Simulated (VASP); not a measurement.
# Hg (Fm-3m) in VASP: notebook, part 2 of 2

VASP 6.6.1. Earlier steps stand in the parts before.

## 5. Single point, PBE

This run uses another cell than the first one, of 22.69 Å³/atom, 0.829 times its volume.

Input file INCAR:

```
PREC = Accurate ; ENCUT = 520
EDIFF = 1E-6 ; ISMEAR = 1
SIGMA = 0.0064 ; LREAL = F
LASPH = T ; NELM = 80
ALGO = Normal ; ISIF = 2
LWAVE = F ; LCHARG = F
GGA = PE ; NBANDS = 12
```

Input file KPOINTS:

```
Automatic mesh
0
Gamma
  8 8 8
```

Input file POSCAR:

```
Hg
1.0
    0.0000000000      2.2469664880      2.2469664880
    2.2469664880      0.0000000000      2.2469664880
    2.2469664880      2.2469664880      0.0000000000
Hg
1
Direct
    0.0000000000      0.0000000000      0.0000000000
```

Potentials or basis: VASP PAW PBE potentials, release 64 (Hg).

Started as:

```bash
$ cat potpaw_PBE.64/Hg/POTCAR > POTCAR
$ mpirun -np 1 vasp_std > vasp.out
```

OUTCAR:

```text
PREC = Accurate
   ENCUT = 520
   EDIFF = 1E-6
   ISMEAR = 1
   LREAL = F
   LASPH = T
   NELM = 80
   ISIF = 2
   GGA = PE

 ion  position               nearest neighbor table
   1  0.000  0.000  0.000-

  LATTYP: Found a face centered cubic cell.
 ALAT       =     4.4939329760

  Lattice vectors:

 A1 = (   0.0000000000,   2.2469664880,   2.2469664880)
 A2 = (   2.2469664880,   0.0000000000,   2.2469664880)
 A3 = (   2.2469664880,   2.2469664880,   0.0000000000)

Analysis of symmetry for initial positions (statically):
=====================================================================
 Subroutine PRICEL returns:
 Original cell was already a primitive cell.

 Routine SETGRP: Setting up the symmetry group for a
 face centered cubic supercell.

 Subroutine GETGRP returns: Found 48 space group operations
 (whereof 48 operations were pure point group operations)
 out of a pool of 48 trial point group operations.

The static configuration has the point symmetry O_h .

Analysis of symmetry for dynamics (positions and initial velocities):
=====================================================================
 Subroutine PRICEL returns:
 Original cell was already a primitive cell.

 Routine SETGRP: Setting up the symmetry group for a
 face centered cubic supercell.

 Subroutine GETGRP returns: Found 48 space group operations
 (whereof 48 operations were pure point group operations)
 out of a pool of 48 trial point group operations.

The dynamic configuration has the point symmetry O_h .

 Subroutine INISYM returns: Found 48 space group operations
 (whereof 48 operations are pure point group operations),
 and found     1 'primitive' translations

----------------------------------------------------------------------------------------

                                     Primitive cell

  volume of cell :      22.6892

  direct lattice vectors                    reciprocal lattice vectors
     0.000000000  2.246966488  2.246966488    -0.222522233  0.222522233  0.222522233
     2.246966488  0.000000000  2.246966488     0.222522233 -0.222522233  0.222522233
     2.246966488  2.246966488  0.000000000     0.222522233  0.222522233 -0.222522233

  length of vectors
     3.177690482  3.177690482  3.177690482     0.385419813  0.385419813  0.385419813

  position of ions in fractional coordinates (direct lattice)
     0.000000000  0.000000000  0.000000000

  ion indices of the primitive-cell ions
   primitive index   ion index
                 1           1

----------------------------------------------------------------------------------------

 KPOINTS: Automatic mesh

Automatic generation of k-mesh.
 Grid dimensions read from file:
 generate k-points for:    8    8    8

 Generating k-lattice:

  Cartesian coordinates                     Fractional coordinates (reciprocal lattice)
    -0.027815279  0.027815279  0.027815279     0.125000000  0.000000000  0.000000000
     0.027815279 -0.027815279  0.027815279     0.000000000  0.125000000  0.000000000
     0.027815279  0.027815279 -0.027815279     0.000000000  0.000000000  0.125000000

  Length of vectors
     0.048177477  0.048177477  0.048177477

  Shift w.r.t. Gamma in fractional coordinates (k-lattice)
     0.000000000  0.000000000  0.000000000

 Subroutine IBZKPT returns following result:
 ===========================================

 Found     29 irreducible k-points:

 Following reciprocal coordinates:
            Coordinates               Weight
  0.000000  0.000000  0.000000      1.000000
  0.125000  0.000000  0.000000      8.000000
  0.250000  0.000000  0.000000      8.000000
  0.375000  0.000000  0.000000      8.000000
  0.500000  0.000000  0.000000      4.000000
  0.125000  0.125000  0.000000      6.000000
[... 16 lines left out ...]
  0.500000  0.250000  0.125000     48.000000
 -0.375000  0.250000  0.125000     24.000000
 [... further k-points ...]
   k-points           NKPTS =     29   k-points in BZ     NKDIM =     29   number of bands    NBANDS=     12
   number of dos      NEDOS =    301   number of ions     NIONS =      1
   total plane-waves  NPLWV =  13824
   dimension x,y,z NGX =    24 NGY =   24 NGZ =   24
   dimension x,y,z NGXF=    48 NGYF=   48 NGZF=   48
   ions per type =               1
   NGX,Y,Z   is equivalent  to a cutoff of  12.56, 12.56, 12.56 a.u.
   NGXF,Y,Z  is equivalent  to a cutoff of  25.11, 25.11, 25.11 a.u.
 SYSTEM =  unknown system
   PREC   = accura    normal or accurate (medium, high low for compatibility)
   ISTART =      0    job   : 0-new  1-cont  2-samecut
   ICHARG =      2    charge: 1-file 2-atom 10-const
   ISPIN  =      1    spin polarized calculation?
   LNONCOLLINEAR =      F non collinear calculations
   LSORBIT =      F    spin-orbit coupling
   LASPH  =      T    aspherical Exc in radial PAW
   ENCUT  =  520.0 eV  38.22 Ry    6.18 a.u.   5.91  5.91  5.91*2*pi/ulx,y,z
   NELM   =     80;   NELMIN=  2; NELMDL= -5     # of ELM steps
   EDIFF  = 0.1E-05   stopping-criterion for ELM
   LREAL  =      F    real-space projection
   EDIFFG = 0.1E-04   stopping-criterion for IOM
   NSW    =      0    number of steps for IOM
   IBRION =     -1    ionic relax: 0-MD 1-quasi-New 2-CG
   NFREE  =      0    steps in history (QN), initial steepest desc. (CG)
   ISIF   =      2    stress and relaxation
   ISYM   =      2    0-nonsym 1-usesym 2-fastsym
   POTIM  = 0.5000    time-step for ionic-motion
   TEBEG  =    0.0;   TEEND  =   0.0 temperature during run
   PSTRESS=    0.0 pullay stress
   NELECT =      12.0000    total number of electrons
   NUPDOWN=      -1.0000    fix difference up-down
   EMIN   =  10.00;   EMAX   =-10.00  energy-range for DOS
   EFERMI =   0.00;   METHOD = LEGACY
   ISMEAR =     1;   SIGMA  =   0.01  broadening in eV -4-tet -1-fermi 0-gaus
   EFERMI_NEDOS =   21; number of points for ismear=-14 and -15
   IALGO  =     38    algorithm
   IMIX   =      4    mixing-type and parameters
     AMIX     =   0.40;   BMIX     =  1.00
     AMIX_MAG =   1.60;   BMIX_MAG =  1.00
  volume/ion in A,a.u.               =      22.69       153.11
  Fermi-wavevector in a.u.,A,eV,Ry     =   1.323921  2.501847 23.847831  1.752766
  Thomas-Fermi vector in A             =   2.453493
   LORBIT       =      0    0 simple, 1 ext, 2 COOP (PROOUT), +10 PAW based schemes
   GGA     = PE    functional components
   LHFCALC =     F    Hartree Fock is set to
   AEXX    =    0.0000 exact exchange contribution
   IVDW    =     0    specifies the selected vdW correction
   LEPSILON=     F    determine dielectric tensor
   LRPA    =     F    only Hartree local field effects (RPA)
 non-spin polarized calculation
 Methfessel and Paxton  Order N= 1 SIGMA  =   0.01
  energy-cutoff  :      520.00
  volume of cell :       22.69
 maximum number of plane-waves:       620
   NGX = 11   NGY = 11   NGZ = 11

 number of electron      12.0000000 magnetization

 Free energy of the ion-electron system (eV)
  ---------------------------------------------------
  ext. energy  EPLUGINS =         0.00000000
  ---------------------------------------------------
  free energy    TOTEN  =        -0.04727977 eV

  energy without entropy =       -0.04725813  energy(sigma->0) =       -0.04727256

 E-fermi :   3.1157     XC(G=0): -11.0862

 val. band max:        3.0082029848   @ k =   0.5000   0.1250   0.0000
 cond. band min:       3.1184722459   @ k =  -0.3750   0.3750   0.0000
 fundamental gap:      0.1102692611
 Fermi energy:         3.1156778339

 k-point     1 :       0.0000    0.0000    0.0000
  band No.  band energies     occupation
      1      -6.3095      2.00000
      2      -4.0825      2.00000
      3      -4.0825      2.00000
      4      -4.0825      2.00000
      5      -3.3904      2.00000
      6      -3.3904      2.00000
      7      16.7239      0.00000
      8      18.1632      0.00000
      9      18.1632      0.00000
     10      18.1632      0.00000
     11      22.2646      0.00000
     12      23.6058      0.00000
[... 331 lines left out ...]
 k-point    24 :      -0.3750    0.2500    0.1250
  band No.  band energies     occupation
      1      -4.6416      2.00000
      2      -4.3021      2.00000
      3      -3.6365      2.00000
      4      -3.5926      2.00000
      5      -2.8585      2.00000
      6       1.9563      2.00000
      7       3.1476     -0.00000
      8      10.6222      0.00000
      9      12.1567      0.00000
     10      17.5646      0.00000
     11      21.6293      0.00000
     12      25.8361      0.00000

 [... further k-points ...]

------------------------ aborting loop because EDIFF is reached ----------------------------------------

  FORCE on cell =-STRESS in cart. coord.  units (eV):
  Direction    XX          YY          ZZ          XY          YZ          ZX
  --------------------------------------------------------------------------------------
  -------------------------------------------------------------------------------------
  Total        0.9758697      0.9758697      0.9758697     -0.0000000     -0.0000000      0.0000000
  in kB       68.9100617     68.9100617     68.9100617     -0.0000000     -0.0000000      0.0000000
  external PRESSURE =      68.9100617 kB  Pullay stress =       0.0000000 kB

 VOLUME and BASIS-vectors are now :
 -----------------------------------------------------------------------------
  energy-cutoff  :      520.00
  volume of cell :       22.69
      direct lattice vectors                 reciprocal lattice vectors
     0.000000000  2.246966488  2.246966488    -0.222522233  0.222522233  0.222522233
     2.246966488  0.000000000  2.246966488     0.222522233 -0.222522233  0.222522233
     2.246966488  2.246966488  0.000000000     0.222522233  0.222522233 -0.222522233

 POSITION                                       TOTAL-FORCE (eV/Angst)
 -----------------------------------------------------------------------------------
      0.00000      0.00000      0.00000         0.000000      0.000000      0.000000
 -----------------------------------------------------------------------------------
    total drift:                                0.000000      0.000000     -0.000000

  FREE ENERGIE OF THE ION-ELECTRON SYSTEM (eV)
  ---------------------------------------------------
  free  energy   TOTEN  =        -0.0472797698 eV

  energy  without entropy=       -0.0472581336  energy(sigma->0) =       -0.04727256
```

OSZICAR:

```text
N       E                     dE             d eps       ncg     rms          rms(c)
DAV:   1     0.772334082657E+02    0.77233E+02   -0.66183E+03   704   0.973E+02
DAV:   2     0.120163745414E+01   -0.76032E+02   -0.71966E+02   776   0.233E+02
DAV:   3    -0.800711424179E-01   -0.12817E+01   -0.12700E+01   796   0.337E+01
DAV:   4    -0.811882071296E-01   -0.11171E-02   -0.11171E-02   832   0.105E+00
DAV:   5    -0.811896435018E-01   -0.14364E-05   -0.14360E-05   824   0.360E-02    0.425E+00
DAV:   6    -0.498041546434E-01    0.31385E-01   -0.75016E-02   820   0.319E+00    0.306E+00
DAV:   7    -0.472959150995E-01    0.25082E-02   -0.12794E-02   828   0.118E+00    0.118E+00
DAV:   8    -0.472540309800E-01    0.41884E-04   -0.13208E-03   768   0.469E-01    0.563E-02
DAV:   9    -0.472725947052E-01   -0.18564E-04   -0.68248E-06   820   0.241E-02    0.310E-02
DAV:  10    -0.472797977095E-01   -0.72030E-05   -0.58616E-06   768   0.246E-02    0.219E-03
DAV:  11    -0.472797698189E-01    0.27891E-07   -0.47683E-08   432   0.180E-03
   1 F= -.47279770E-01 E0= -.47272558E-01  d E =-.216362E-04
```

stdout:

```text
POSCAR found type information on POSCAR Hg
 POSCAR found :  1 types and       1 ions
 scaLAPACK will be used
 LDA part: xc-table for (Slater+PW92), standard interpolation
 POSCAR, INCAR and KPOINTS ok, starting setup
 FFT: planning ... GRIDC
 FFT: planning ... GRID_SOFT
 FFT: planning ... GRID
 WAVECAR not read
 entering main loop
```

Run time: 4.3 s. Hardware: 1 thread of Intel Xeon Platinum 8488C (Sapphire Rapids), shared host; peak memory 0.13 GiB.

Results:

```yaml
Free_energy: -0.0473 eV
Pressure: 6.9 GPa
Band_gap_on_the_k_mesh: zero (band 6 reaches 3.62 eV, above the bottom of band 7 at 1.55 eV)
```

Caveat: spin-orbit coupling is left out, which moves the levels of the heavy elements.

## 6. Single point, PBE

Input file INCAR:

```
PREC = Accurate
ENCUT = 520
EDIFF = 1E-6
ISMEAR = 0
SIGMA = 0.1
LREAL = False
LASPH = True
NELM = 60
ALGO = Fast
ISIF = 2
LWAVE = False
LCHARG = True
GGA = PE
LELF = True
LVHAR = True
NBANDS = 12
```

KPOINTS is that of step 5.

Input file POSCAR:

```
Hg
1.0
    0.0000000000      2.3919113801      2.3919113801
    2.3919113801      0.0000000000      2.3919113801
    2.3919113801      2.3919113801      0.0000000000
Hg
1
Direct
    0.0000000000      0.0000000000      0.0000000000
```

Potentials or basis: VASP PAW PBE potentials, release 64 (Hg).

Started as:

```bash
$ cat potpaw_PBE.64/Hg/POTCAR > POTCAR
$ mpirun -np 1 vasp_std > vasp.out
```

OUTCAR:

```text
PREC = Accurate
   ENCUT = 520
   EDIFF = 1E-6
   ISMEAR = 0
   LREAL = False
   LASPH = True
   NELM = 60
   ISIF = 2
   GGA = PE

 ion  position               nearest neighbor table
   1  0.000  0.000  0.000-

  LATTYP: Found a face centered cubic cell.
 ALAT       =     4.7838227602

  Lattice vectors:

 A1 = (   0.0000000000,   2.3919113801,   2.3919113801)
 A2 = (   2.3919113801,   0.0000000000,   2.3919113801)
 A3 = (   2.3919113801,   2.3919113801,   0.0000000000)

Analysis of symmetry for initial positions (statically):
=====================================================================
 Subroutine PRICEL returns:
 Original cell was already a primitive cell.

 Routine SETGRP: Setting up the symmetry group for a
 face centered cubic supercell.

 Subroutine GETGRP returns: Found 48 space group operations
 (whereof 48 operations were pure point group operations)
 out of a pool of 48 trial point group operations.

The static configuration has the point symmetry O_h .

Analysis of symmetry for dynamics (positions and initial velocities):
=====================================================================
 Subroutine PRICEL returns:
 Original cell was already a primitive cell.

 Routine SETGRP: Setting up the symmetry group for a
 face centered cubic supercell.

 Subroutine GETGRP returns: Found 48 space group operations
 (whereof 48 operations were pure point group operations)
 out of a pool of 48 trial point group operations.

The dynamic configuration has the point symmetry O_h .

 Subroutine INISYM returns: Found 48 space group operations
 (whereof 48 operations are pure point group operations),
 and found     1 'primitive' translations

----------------------------------------------------------------------------------------

                                     Primitive cell

  volume of cell :      27.3694

  direct lattice vectors                    reciprocal lattice vectors
[... 114 lines left out ...]
   LEPSILON=     F    determine dielectric tensor
   LRPA    =     F    only Hartree local field effects (RPA)
 non-spin polarized calculation
 RMM-DIIS sequential band-by-band and
 Gauss-broadening in eV      SIGMA  =   0.10
  energy-cutoff  :      520.00
  volume of cell :       27.37
 maximum number of plane-waves:       754
 NGX is ok and might be reduce to    28
   NGX = 13   NGY = 13   NGZ = 13

 number of electron      11.9999999 magnetization

 Free energy of the ion-electron system (eV)
  ---------------------------------------------------
  ext. energy  EPLUGINS =         0.00000000
  ---------------------------------------------------
  free energy    TOTEN  =        -0.15333606 eV

  energy without entropy =       -0.15162558  energy(sigma->0) =       -0.15248082

 E-fermi :   1.5974     XC(G=0): -10.0414

 val. band max:        1.5728781951   @ k =   0.5000   0.5000   0.0000
 cond. band min:       1.7656416717   @ k =   0.5000   0.1250   0.0000
 fundamental gap:      0.1927634766
 Fermi energy:         1.5973846774

 k-point     1 :       0.0000    0.0000    0.0000
  band No.  band energies     occupation
      1      -6.2404      2.00000
      2      -4.8971      2.00000
      3      -4.8971      2.00000
      4      -4.8971      2.00000
      5      -4.4303      2.00000
      6      -4.4303      2.00000
      7      14.9234      0.00000
      8      15.0950      0.00000
      9      15.0950      0.00000
     10      15.0950      0.00000
     11      19.0179      0.00000
     12      19.9349      0.00000
[... 331 lines left out ...]
 k-point    24 :      -0.3750    0.2500    0.1250
  band No.  band energies     occupation
      1      -5.2207      2.00000
      2      -5.0250      2.00000
      3      -4.5808      2.00000
      4      -4.5071      2.00000
      5      -4.0615      2.00000
      6       0.2304      2.00000
      7       2.0934      0.00000
      8       8.2781      0.00000
      9       9.8815      0.00000
     10      15.0386      0.00000
     11      18.2768      0.00000
     12      22.3395      0.00000

 [... further k-points ...]

------------------------ aborting loop because EDIFF is reached ----------------------------------------

  FORCE on cell =-STRESS in cart. coord.  units (eV):
  Direction    XX          YY          ZZ          XY          YZ          ZX
  --------------------------------------------------------------------------------------
  -------------------------------------------------------------------------------------
  Total        0.3317371      0.3317371      0.3317371      0.0000000      0.0000000      0.0000000
  in kB       19.4195592     19.4195592     19.4195592      0.0000000      0.0000000      0.0000000
  external PRESSURE =      19.4195592 kB  Pullay stress =       0.0000000 kB

 VOLUME and BASIS-vectors are now :
 -----------------------------------------------------------------------------
  energy-cutoff  :      520.00
  volume of cell :       27.37
      direct lattice vectors                 reciprocal lattice vectors
     0.000000000  2.391911380  2.391911380    -0.209037845  0.209037845  0.209037845
     2.391911380  0.000000000  2.391911380     0.209037845 -0.209037845  0.209037845
     2.391911380  2.391911380  0.000000000     0.209037845  0.209037845 -0.209037845

 POSITION                                       TOTAL-FORCE (eV/Angst)
 -----------------------------------------------------------------------------------
      0.00000      0.00000      0.00000        -0.000000      0.000000     -0.000000
 -----------------------------------------------------------------------------------
    total drift:                               -0.000000     -0.000000     -0.000000

  FREE ENERGIE OF THE ION-ELECTRON SYSTEM (eV)
  ---------------------------------------------------
  free  energy   TOTEN  =        -0.1533360627 eV

  energy  without entropy=       -0.1516255810  energy(sigma->0) =       -0.15248082
```

stdout:

```text
POSCAR found type information on POSCAR Hg
 POSCAR found :  1 types and       1 ions
 scaLAPACK will be used
 LDA part: xc-table for (Slater+PW92), standard interpolation
 POSCAR, INCAR and KPOINTS ok, starting setup
 FFT: planning ... GRIDC
 FFT: planning ... GRID_SOFT
 FFT: planning ... GRID
 WAVECAR not read
 entering main loop
```

Run time: 7.6 s. Hardware: 1 thread of Intel Xeon Platinum 8488C (Sapphire Rapids), shared host; peak memory 0.15 GiB.

What came out:

```
Free energy            : -0.1533 eV
Pressure               : 1.9 GPa
Band gap on the k mesh : zero (band 6 reaches 1.57 eV, above the bottom of band 7 at 0.69 eV)
```

Caveat: spin-orbit coupling is left out, which moves the levels of the heavy elements.

## 7. The runs side by side

```csv
level,potentials or basis,cell,k mesh,smearing,gap on the mesh (eV),pressure (GPa)
PBE,"VASP PAW PBE potentials, release 64 (Hg)","a = 3.383 Å, angles 60.0°, 1 atom",4 × 4 × 4,gaussian 0.1 eV,none,-0.7
LDA,"VASP PAW LDA potentials, release 64 (Hg)","a = 3.383 Å, angles 60.0°, 1 atom",4 × 4 × 4,fermi-dirac 0.094 eV,none,-6.3
PBE,"VASP PAW PBE potentials, release 64 (Hg)","a = 3.178 Å, angles 60.0°, 1 atom",8 × 8 × 8,methfessel-paxton 0.0064 eV,none,6.9
PBE,"VASP PAW PBE potentials, release 64 (Hg)","a = 3.383 Å, angles 60.0°, 1 atom",8 × 8 × 8,gaussian 0.1 eV,none,1.9
```

Alike in all rows: task single point; no spin polarisation; cutoff (eV) 520.

Caveats: some runs use coarse meshes; spin-orbit coupling is left out, which moves the levels of the heavy elements.

Total energies depend on the potentials used, so only differences within one code and one set of settings carry meaning.
